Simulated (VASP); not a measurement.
Here is a VASP 6.6.1 calculation.

File POSCAR:

```
BAs
1.0
    0.0000000000      2.2929600000      2.4840400000
    2.2929600000      0.0000000000      2.4840400000
    2.2929600000      2.2929600000      0.0000000000
B As
1 1
Direct
    0.0000000000      0.0000000000      0.0000000000
    0.7500000000      0.7500000000      0.7500000000
```

File INCAR.step1:

```
SYSTEM = BAs
PREC = Accurate ; ENCUT = 520
ISMEAR = 0 ; SIGMA = 0.05
LREAL = .FALSE. ; LASPH = .TRUE.
NELM = 100 ; NBANDS = 11
GGA = PE ; ALGO = Normal
EDIFF = 1E-4 ; LWAVE = .TRUE.
LCHARG = .FALSE.
```

Contents of INCAR.step2:

```
SYSTEM = BAs
PREC = Accurate ; ENCUT = 520
EDIFF = 1E-6 ; ISMEAR = 0
SIGMA = 0.05 ; LREAL = .FALSE.
LASPH = .TRUE. ; NELM = 100
ALGO = Normal ; ISIF = 2
LWAVE = .FALSE. ; LCHARG = .FALSE.
METAGGA = R2SCAN ; LMIXTAU = .TRUE.
NBANDS = 11 ; ISTART = 1
```

Contents of KPOINTS:

```
regular mesh
0
G
  10 10 10
  0 0 0
```

Potentials or basis: VASP PAW PBE potentials, release 64 (B, As).

Launch:

```console
$ cat potpaw_PBE.64/B/POTCAR potpaw_PBE.64/As/POTCAR > POTCAR
$ cp INCAR.step1 INCAR
$ mpirun -np 1 vasp_std > vasp.out
$ cp INCAR.step2 INCAR
$ mpirun -np 1 vasp_std > vasp.out
```

Predict the pressure.

7.6 GPa.

Predict the band gap on the k mesh.

0.67 eV, indirect (least direct gap 3.04 eV).

Stress tensor (GPa, compression positive):
```
14.52  0.00  0.00
 0.00 14.52  0.00
 0.00  0.00 -6.32
```

Caveat: the cell differs from its parent crystal (strain -0.040 along x and y, +0.040 along z); the PAW data sets were made with another functional, which shifts forces and pressure a little. A k mesh can miss the band edges.
